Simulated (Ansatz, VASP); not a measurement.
# One calculation of CoPdO2, two programs

```
Co Pd O
1.0
     2.92349    0.00000    0.00000
    -1.46175    2.53182    0.00000
     0.00000    0.00000   18.18993
Co Pd O
3 3 6
Direct
  0.66667 0.33333 0.83333
  0.33333 0.66667 0.16667
  0.00000 0.00000 0.50000
  0.00000 0.00000 0.00000
  0.66667 0.33333 0.33333
  0.33333 0.66667 0.66667
  0.33333 0.66667 0.77944
  0.00000 0.00000 0.88723
  0.00000 0.00000 0.11277
  0.66667 0.33333 0.22056
  0.66667 0.33333 0.44611
  0.33333 0.66667 0.55389
```

Change from the starting cell: equal strain along all axes, cell held, atoms relaxed: +2.0 %.

Alike in both runs: functional PBE; k mesh 12 × 12 × 2; occupations gaussian, width 0.1 eV; no spin polarisation; Hubbard terms Co d U = 3.32 eV.

Ansatz relaxed the structure, and its values are those at the end. VASP's run is a single point on that final structure, the one shown.

|  | VASP | Ansatz |
| --- | --- | --- |
| version | VASP 6.6.1 | Ansatz 0.2.0 |
| potentials or method | VASP PAW PBE potentials, release 64 (Co, Pd, O), cutoff 520 eV | scalar-relativistic, plane waves, PAW |
| valence electrons in the cell | 93 | 141 |

```tsv
	VASP	Ansatz	Ansatz less VASP
gap on the k mesh at the Fermi level (eV)	none	none	-
pressure (GPa)	-11.3	-10.5	+0.80
rms of the force components (eV/Å)	0.018	0.000	-0.0178
```

The programs project onto different local orbitals, so the same U acts differently, and such runs can settle in different states. A gap of «none» marks a metal or a gap that the smearing closes. VASP's potentials hold 93 valence electrons a cell and Ansatz's 141, so a difference there can come from the potentials and not from the codes. Ansatz's warnings: filled band counts differ across k points, stress scf threshold loose.
